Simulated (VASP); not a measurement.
# BaTiO3 (P4mm) in VASP: further runs

BaTiO3 is run at these levels: r2SCAN; tasks: single point.

Everything below comes from runs of VASP 6.6.1. Logs are shortened: lines on timing, memory, paths and dates and some standing lists are left out, and cuts for length are marked.

## (1) The cell of the first run

It takes space group P4mm (No. 99, tetragonal). Conventional cell: a = 3.854 Å, b = 3.854 Å, c = 4.370 Å, α = 90.00°, β = 90.00°, γ = 90.00°. Within 3.6 Å of Ba (site symmetry 4mm) lie 12 O at 2.74 to 3.06 Å and 8 Ti at 3.45 to 3.54 Å. Ti (site symmetry 4mm) has 5 O at 1.80 to 1.95 Å within 2.4 Å. O (site symmetry 2mm) has 2 Ti at 1.95 Å within 2.6 Å. O (site symmetry 4mm) has 1 Ti at 1.80 Å within 2.4 Å.

## (2) Single point, r2SCAN (biaxial strain in the a-b plane: -3.0 %, then relaxed in part)

POSCAR reads:

```
BaTiO3
1.0
    3.8535693555      0.0000000000      0.0000000000
    0.0000000000      3.8535693555      0.0000000000
    0.0000000000      0.0000000000      4.3698113193
Ba Ti O
1 1 3
Direct
    0.5000000000      0.5000000000      0.6010033911
    0.0000000000      0.0000000000      0.1178956196
    0.0000000000      0.5000000000      0.0559211353
    0.5000000000      0.0000000000      0.0559211353
    0.0000000000      0.0000000000      0.5292557086
```

INCAR.step1 reads:

```
  PREC = Accurate
  ENCUT = 520
  ISMEAR = 0
  SIGMA = 0.02
  LREAL = False
  LASPH = True
  NELM = 60
  NBANDS = 28
  GGA = PE
  ALGO = Normal
  EDIFF = 1E-4
  LWAVE = True
  LCHARG = False
```

INCAR.step2 reads:

```
  PREC = Accurate
  ENCUT = 520
  EDIFF = 1E-7
  ISMEAR = 0
  SIGMA = 0.02
  LREAL = False
  LASPH = True
  NELM = 60
  ALGO = Normal
  ISIF = 2
  LWAVE = False
  LCHARG = True
  METAGGA = R2SCAN
  LMIXTAU = True
  LELF = True
  LVHAR = True
  NBANDS = 28
  ISTART = 1
```

KPOINTS reads:

```
regular mesh
0
Gamma
  8 8 8
```

Potentials or basis: VASP PAW PBE potentials, release 64 (Ba_sv, Ti_sv, O).

Launch:

```sh
$ cat potpaw_PBE.64/Ba_sv/POTCAR potpaw_PBE.64/Ti_sv/POTCAR potpaw_PBE.64/O/POTCAR > POTCAR
$ cp INCAR.step1 INCAR
$ mpirun -np 1 vasp_std > vasp.out
$ cp INCAR.step2 INCAR
$ mpirun -np 1 vasp_std > vasp.out
```

OUTCAR:

```text
PREC = Accurate
   ENCUT = 520
   EDIFF = 1E-7
   ISMEAR = 0
   LREAL = False
   LASPH = True
   NELM = 60
   ISIF = 2
   METAGGA = R2SCAN
   ISTART = 1

 ion  position               nearest neighbor table
   1  0.500  0.500  0.601-   5 2.74   5 2.74   5 2.74   5 2.74   4 2.77   3 2.77   3 2.77   4 2.77
                             3 3.06   4 3.06   3 3.06   4 3.06   2 3.45   2 3.45   2 3.45   2 3.45
   2  0.000  0.000  0.118-   5 1.80   4 1.95   3 1.95   3 1.95   4 1.95   1 3.45   1 3.45   1 3.45
                             1 3.45   1 3.54   1 3.54   1 3.54   1 3.54
   3  0.000  0.500  0.056-   2 1.95   2 1.95   1 2.77   1 2.77   1 3.06   1 3.06
   4  0.500  0.000  0.056-   2 1.95   2 1.95   1 2.77   1 2.77   1 3.06   1 3.06
   5  0.000  0.000  0.529-   2 1.80   1 2.74   1 2.74   1 2.74   1 2.74

  LATTYP: Found a simple tetragonal cell.
 ALAT       =     3.8535693555
 C/A-ratio  =     1.1339646225

  Lattice vectors:

 A1 = (   3.8535693555,   0.0000000000,   0.0000000000)
 A2 = (   0.0000000000,   3.8535693555,   0.0000000000)
 A3 = (   0.0000000000,   0.0000000000,   4.3698113193)

Analysis of symmetry for initial positions (statically):
=====================================================================
 Subroutine PRICEL returns:
 Original cell was already a primitive cell.

 Routine SETGRP: Setting up the symmetry group for a
 simple tetragonal supercell.

 Subroutine GETGRP returns: Found  8 space group operations
 (whereof  8 operations were pure point group operations)
 out of a pool of 16 trial point group operations.

The static configuration has the point symmetry C_4v.

Analysis of symmetry for dynamics (positions and initial velocities):
=====================================================================
 Subroutine PRICEL returns:
 Original cell was already a primitive cell.

 Routine SETGRP: Setting up the symmetry group for a
 simple tetragonal supercell.

 Subroutine GETGRP returns: Found  8 space group operations
 (whereof  8 operations were pure point group operations)
 out of a pool of 16 trial point group operations.

The dynamic configuration has the point symmetry C_4v.

 Subroutine INISYM returns: Found  8 space group operations
 (whereof  8 operations are pure point group operations),
 and found     1 'primitive' translations

----------------------------------------------------------------------------------------

[... 94 lines left out ...]
   LSORBIT =      F    spin-orbit coupling
   LASPH  =      T    aspherical Exc in radial PAW
   ENCUT  =  520.0 eV  38.22 Ry    6.18 a.u.   7.17  7.17  8.12*2*pi/ulx,y,z
   NELM   =     60;   NELMIN=  2; NELMDL=  0     # of ELM steps
   EDIFF  = 0.1E-06   stopping-criterion for ELM
   LREAL  =      F    real-space projection
   EDIFFG = 0.1E-05   stopping-criterion for IOM
   NSW    =      0    number of steps for IOM
   IBRION =     -1    ionic relax: 0-MD 1-quasi-New 2-CG
   NFREE  =      0    steps in history (QN), initial steepest desc. (CG)
   ISIF   =      2    stress and relaxation
   ISYM   =      2    0-nonsym 1-usesym 2-fastsym
   POTIM  = 0.5000    time-step for ionic-motion
   TEBEG  =    0.0;   TEEND  =   0.0 temperature during run
   PSTRESS=    0.0 pullay stress
   NELECT =      40.0000    total number of electrons
   NUPDOWN=      -1.0000    fix difference up-down
   EMIN   =  10.00;   EMAX   =-10.00  energy-range for DOS
   EFERMI =   0.00;   METHOD = LEGACY
   ISMEAR =     0;   SIGMA  =   0.02  broadening in eV -4-tet -1-fermi 0-gaus
   EFERMI_NEDOS =   21; number of points for ismear=-14 and -15
   IALGO  =     38    algorithm
   IMIX   =      4    mixing-type and parameters
     AMIX     =   0.40;   BMIX     =  1.00
     AMIX_MAG =   1.60;   BMIX_MAG =  1.00
  volume/ion in A,a.u.               =      12.98        87.58
  Fermi-wavevector in a.u.,A,eV,Ry     =   1.393259  2.632877 26.411225  1.941170
  Thomas-Fermi vector in A             =   2.516922
   LORBIT       =      0    0 simple, 1 ext, 2 COOP (PROOUT), +10 PAW based schemes
   METAGGA = R2SCAN    functional components
   LHFCALC =     F    Hartree Fock is set to
   AEXX    =    0.0000 exact exchange contribution
   IVDW    =     0    specifies the selected vdW correction
   LEPSILON=     F    determine dielectric tensor
   LRPA    =     F    only Hartree local field effects (RPA)
 non-spin polarized calculation
 Gauss-broadening in eV      SIGMA  =   0.02
  energy-cutoff  :      520.00
  volume of cell :       64.89
 maximum number of plane-waves:      1766
 NGX is ok and might be reduce to    30
   NGX = 15   NGY = 15   NGZ = 17

 number of electron      40.0000015 magnetization

 Free energy of the ion-electron system (eV)
  ---------------------------------------------------
  ext. energy  EPLUGINS =         0.00000000
  ---------------------------------------------------
  free energy    TOTEN  =       -74.13142819 eV

  energy without entropy =      -74.13142819  energy(sigma->0) =      -74.13142819

 E-fermi :   3.9482     XC(G=0): -11.8038

 val. band max:        3.8592767510   @ k =   0.5000   0.5000   0.5000
 cond. band min:       6.1657878635   @ k =   0.0000   0.0000   0.0000
 fundamental gap:      2.3065111125
 Fermi energy:         3.9482277797

 k-point     1 :       0.0000    0.0000    0.0000
  band No.  band energies     occupation
      1     -54.8889      2.00000
      2     -30.2461      2.00000
      3     -30.0626      2.00000
      4     -30.0626      2.00000
      5     -22.1918      2.00000
      6     -14.4469      2.00000
[... 733 lines left out ...]
     27      12.1800      0.00000
     28      12.7417      0.00000

 [... further k-points ...]
[... 5 lines left out ...]
  --------------------------------------------------------------------------------------
  -------------------------------------------------------------------------------------
  Total        3.9975594      3.9975594      0.7820705      0.0000000      0.0000000      0.0000000
  in kB       98.6998429     98.6998429     19.3093402      0.0000000      0.0000000      0.0000000
  external PRESSURE =      72.2363420 kB  Pullay stress =       0.0000000 kB

 VOLUME and BASIS-vectors are now :
 -----------------------------------------------------------------------------
  energy-cutoff  :      520.00
  volume of cell :       64.89
      direct lattice vectors                 reciprocal lattice vectors
     3.853569355  0.000000000  0.000000000     0.259499676  0.000000000  0.000000000
     0.000000000  3.853569355  0.000000000     0.000000000  0.259499676  0.000000000
     0.000000000  0.000000000  4.369811319     0.000000000  0.000000000  0.228842833

 POSITION                                       TOTAL-FORCE (eV/Angst)
 -----------------------------------------------------------------------------------
      1.92678      1.92678      2.62627         0.000000      0.000000     -0.060924
      0.00000      0.00000      0.51518         0.000000      0.000000     -0.165007
      0.00000      1.92678      0.24436         0.000000     -0.000000      0.034190
      1.92678      0.00000      0.24436         0.000000     -0.000000      0.034190
      0.00000      0.00000      2.31275         0.000000     -0.000000      0.157550
 -----------------------------------------------------------------------------------
    total drift:                                0.000000      0.000000     -0.000302

  FREE ENERGIE OF THE ION-ELECTRON SYSTEM (eV)
  ---------------------------------------------------
  free  energy   TOTEN  =       -74.1314281877 eV

  energy  without entropy=      -74.1314281877  energy(sigma->0) =      -74.13142819
```

OUTCAR.step1:

```text
PREC = Accurate
   ENCUT = 520
   ISMEAR = 0
   LREAL = False
   LASPH = True
[... 979 lines left out ...]
      0.00000      0.00000      0.51518        -0.000000     -0.000000     -0.142479
      0.00000      1.92678      0.24436         0.000000     -0.000000     -0.033416
      1.92678      0.00000      0.24436         0.000000     -0.000000     -0.033416
      0.00000      0.00000      2.31275         0.000000     -0.000000      0.246722
 -----------------------------------------------------------------------------------
    total drift:                                0.000000      0.000000      0.004801

  FREE ENERGIE OF THE ION-ELECTRON SYSTEM (eV)
  ---------------------------------------------------
  free  energy   TOTEN  =       -39.8873320943 eV

  energy  without entropy=      -39.8873320943  energy(sigma->0) =      -39.88733209
```

Wall time 4.9 min (1 thread of Intel Xeon 6975P-C (Granite Rapids), shared host); peak memory 0.27 GiB.

Results:

```yaml
Free_energy: -74.1314 eV
Pressure: 7.2 GPa
Largest_force: 0.165 eV/Å
Band_gap_on_the_k_mesh: 2.31 eV, indirect (least direct gap 3.08 eV)
```

Forces on the atoms (eV/Å):
```
Ba   0.000  0.000 -0.061
Ti   0.000  0.000 -0.165
O    0.000  0.000  0.034
O    0.000  0.000  0.034
O    0.000  0.000  0.158
```

Stress tensor (GPa, compression positive):
```
9.87 0.00 0.00
0.00 9.87 0.00
0.00 0.00 1.93
```

Caveat: the cell differs from its parent crystal (biaxial strain in the a-b plane: -3.0 %, then relaxed in part); the PAW data sets were made with another functional, which shifts forces and pressure a little; spin-orbit coupling is left out, which moves the levels of the heavy elements.

## (3) Single point, r2SCAN

POSCAR is that of step 2.

INCAR.step1 reads:

```
SYSTEM = BaTiO3
  PREC = Accurate
  ENCUT = 520
  ISMEAR = 0
  SIGMA = 0.02
  LREAL = .FALSE.
  LASPH = .TRUE.
  NELM = 60
  NBANDS = 28
  GGA = PE
  ALGO = Normal
  EDIFF = 1E-4
  LWAVE = .TRUE.
  LCHARG = .FALSE.
```

INCAR.step2 reads:

```
SYSTEM = BaTiO3
  PREC = Accurate
  ENCUT = 520
  EDIFF = 1E-6
  ISMEAR = 0
  SIGMA = 0.02
  LREAL = .FALSE.
  LASPH = .TRUE.
  NELM = 60
  ALGO = Normal
  ISIF = 2
  LWAVE = .FALSE.
  LCHARG = .FALSE.
  METAGGA = R2SCAN
  LMIXTAU = .TRUE.
  NBANDS = 28
  ISTART = 1
```

KPOINTS reads:

```
regular mesh
0
G
  8 8 8
  0 0 0
```

Potentials or basis: VASP PAW PBE potentials, release 64 (Ba_sv, Ti_sv, O).

Launch:

```sh
$ cat potpaw_PBE.64/Ba_sv/POTCAR potpaw_PBE.64/Ti_sv/POTCAR potpaw_PBE.64/O/POTCAR > POTCAR
$ cp INCAR.step1 INCAR
$ mpirun -np 1 vasp_std > vasp.out
$ cp INCAR.step2 INCAR
$ mpirun -np 1 vasp_std > vasp.out
```

It took 4.1 min on 1 thread of Intel Xeon 6975P-C (Granite Rapids), shared host; peak memory 0.26 GiB.

It converged, with:

```
Free energy            : -74.1314 eV
Pressure               : 7.2 GPa
Largest force          : 0.166 eV/Å
Band gap on the k mesh : 2.31 eV, indirect (least direct gap 3.08 eV)
```

Forces in eV/Å, atoms in the order of the input:
```
Ba   0.000  0.000 -0.060
Ti   0.000  0.000 -0.166
O    0.000  0.000  0.035
O    0.000  0.000  0.035
O    0.000  0.000  0.156
```

Stress tensor (GPa, compression positive):
```
9.88 0.00 0.00
0.00 9.88 0.00
0.00 0.00 1.95
```

Levels at points of the mesh, in eV from the valence-band top:
```
           k point  band 18  band 19  band 20  band 21  band 22  band 23
(0.00, 0.00, 0.00)    -1.55    -0.77    -0.77     2.31     3.21     3.21
(0.50, 0.00, 0.00)    -2.15    -1.96    -1.87     3.27     4.04     4.12
(0.50, 0.50, 0.00)    -1.15    -1.15    -0.04     4.11     4.18     4.18
(0.00, 0.00, 0.50)    -2.29    -0.82    -0.82     2.40     3.89     3.89
(0.50, 0.00, 0.50)    -1.62    -1.43    -0.96     3.91     4.11     4.13
(0.50, 0.50, 0.50)    -0.90    -0.90     0.00     4.38     4.38     4.75
```

Caveat: the PAW data sets were made with another functional, which shifts forces and pressure a little; spin-orbit coupling is left out, which moves the levels of the heavy elements. A k mesh can miss the band edges.

## (4) Single point, r2SCAN (biaxial strain in the a-b plane: +1.5 %)

POSCAR reads:

```
BaTiO3
1.0
    4.0323431916      0.0000000000      0.0000000000
    0.0000000000      4.0323431916      0.0000000000
    0.0000000000      0.0000000000      4.0744078518
Ba Ti O
1 1 3
Direct
    0.5000000000      0.5000000000      0.5849746091
    0.0000000000      0.0000000000      0.1030751120
    0.0000000000      0.5000000000      0.0629584848
    0.5000000000      0.0000000000      0.0629584848
    0.0000000000      0.0000000000      0.5460302993
```

INCAR.step1 reads:

```
SYSTEM = BaTiO3
PREC = Accurate
ENCUT = 520
ISMEAR = 0
SIGMA = 0.02
LREAL = .FALSE.
LASPH = .TRUE.
NELM = 100
NBANDS = 28
GGA = PE
ALGO = Normal
EDIFF = 1E-4
LWAVE = .TRUE.
LCHARG = .FALSE.
```

INCAR.step2 reads:

```
SYSTEM = BaTiO3
PREC = Accurate
ENCUT = 520
EDIFF = 1E-6
ISMEAR = 0
SIGMA = 0.02
LREAL = .FALSE.
LASPH = .TRUE.
NELM = 100
ALGO = Normal
ISIF = 2
LWAVE = .FALSE.
LCHARG = .TRUE.
METAGGA = R2SCAN
LMIXTAU = .TRUE.
LELF = .TRUE.
LVHAR = .TRUE.
NBANDS = 28
ISTART = 1
```

KPOINTS reads:

```
Automatic mesh
0
G
  8 8 8
  0 0 0
```

Launch:

```sh
$ cat potpaw_PBE.64/Ba_sv/POTCAR potpaw_PBE.64/Ti_sv/POTCAR potpaw_PBE.64/O/POTCAR > POTCAR
$ cp INCAR.step1 INCAR
$ mpirun -np 1 vasp_std > vasp.out
$ cp INCAR.step2 INCAR
$ mpirun -np 1 vasp_std > vasp.out
```

Run time: 3.8 min. Hardware: 1 thread of Intel Xeon 6975P-C (Granite Rapids), shared host; peak memory 0.27 GiB.

Results (log left out):

| Quantity | Value |
| --- | --- |
| Free energy | -74.2449 eV |
| Pressure | -1.6 GPa |
| Largest force | 0.365 eV/Å |
| Band gap on the k mesh | 2.17 eV, indirect (least direct gap 2.63 eV) |

Forces in eV/Å, atoms in the order of the input:
```
Ba   0.000  0.000 -0.034
Ti   0.000  0.000 -0.365
O    0.000  0.000  0.044
O    0.000  0.000  0.044
O    0.000  0.000  0.310
```

Stress tensor (GPa, compression positive):
```
-3.20  0.00  0.00
 0.00 -3.20  0.00
 0.00  0.00  1.67
```

Levels at points of the mesh, in eV from the valence-band top:
```csv
k point,band 18,band 19,band 20,band 21,band 22,band 23
"(0.00, 0.00, 0.00)",-0.67,-0.46,-0.46,2.17,2.68,2.68
"(0.50, 0.00, 0.00)",-1.60,-1.35,-1.18,2.77,3.76,3.86
"(0.50, 0.50, 0.00)",-1.23,-1.23,-0.08,3.89,3.89,4.22
"(0.00, 0.00, 0.50)",-1.93,-0.74,-0.74,2.31,3.95,3.95
"(0.50, 0.00, 0.50)",-1.00,-0.95,-0.35,3.79,3.96,4.22
"(0.50, 0.50, 0.50)",-0.27,-0.27,0.00,4.41,4.45,4.45
```

Caveat: the cell differs from its parent crystal (biaxial strain in the a-b plane: +1.5 %); the PAW data sets were made with another functional, which shifts forces and pressure a little; spin-orbit coupling is left out, which moves the levels of the heavy elements.
